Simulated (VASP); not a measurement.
Runs of VASP 6.6.1 on Ta2H5. The structure is that of space group P4/mmm (No. 123), or close to it. The cells are those of the table. 

```tsv
task	cell	k mesh	cutoff (eV)	gap on the mesh (eV)	pressure (GPa)	relaxed volume (Å³/atom)	largest force (eV/Å)
single point	a = 3.892, b = 3.892, c = 3.744 Å, 7 atoms	10 × 10 × 10	520	none	0.0	-	0.01
relaxation of cell and atoms	relaxed from a = 3.578, b = 3.578, c = 5.734 Å, 7 atoms	6 × 6 × 4	600	none	-0.3	(b)	0.02
relaxation of cell and atoms	relaxed from a = 3.888, b = 3.888, c = 3.751 Å, 7 atoms	10 × 10 × 10	600	none	0.0	8.11	0.01
single point	a = 3.888, b = 3.888, c = 3.751 Å, 7 atoms	6 × 6 × 4	520	none	0.1	-	0.01
single point	a = 3.578, b = 3.578, c = 5.734 Å, 7 atoms	6 × 6 × 4	520	none	(a)	-	4.36
```

Alike in all rows: level PBE; potentials or basis VASP PAW PBE potentials, release 64 (Ta_pv, H); no spin polarisation; smearing gaussian 0.1 eV.

Problem. Fill in the values left out.

Solution. (a) 16.2; (b) 8.13.

Caveats: some runs use coarse meshes; spin-orbit coupling is left out, which moves the levels of the heavy elements; the volume moved by over 15 % at a fixed basis, so the end points are rough (some runs); forces of over 1 eV/Å act on the atoms, so gaps and moduli don't describe the material at rest (some runs).

A k mesh can miss the band edges, and the runs leave out spin-orbit coupling on Ta.

A gap of «none» marks levels without a gap at the run's occupations.
